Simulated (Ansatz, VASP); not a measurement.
## CsRe2: VASP beside Ansatz

```xyz
3
Lattice="0.0000 3.1156 3.1156 3.1156 0.0000 3.1156 3.1156 3.1156 0.0000" Properties=species:S:1:pos:R:3 pbc="T T T"
Cs    0.0000    0.0000    0.0000
Re    1.5578    1.5578    1.5578
Re    4.6734    4.6734    4.6734
```

Alike in both runs: functional PBE; k mesh 6 × 6 × 6; occupations gaussian, width 0.1 eV; no spin polarisation.

Ansatz relaxed the structure, and its values are those at the end. VASP's run is a single point on that final structure, the one shown.

```csv
,VASP,Ansatz
version,VASP 6.6.1,Ansatz 0.2.0
potentials or method,"VASP PAW PBE potentials, release 64 (Cs_sv, Re_sv_GW), cutoff 560 eV","scalar-relativistic, plane waves, PAW"
valence electrons in the cell,39,39
```

```csv
,VASP,Ansatz,Ansatz less VASP
gap on the k mesh at the Fermi level (eV),none,none,-
pressure (GPa),4.4,0.0,-4.39
```

A gap of «none» marks a metal or a gap that the smearing closes. One of these differences is far larger than is usual between the two programs; its cause wasn't traced.

Spin-orbit coupling is off throughout.
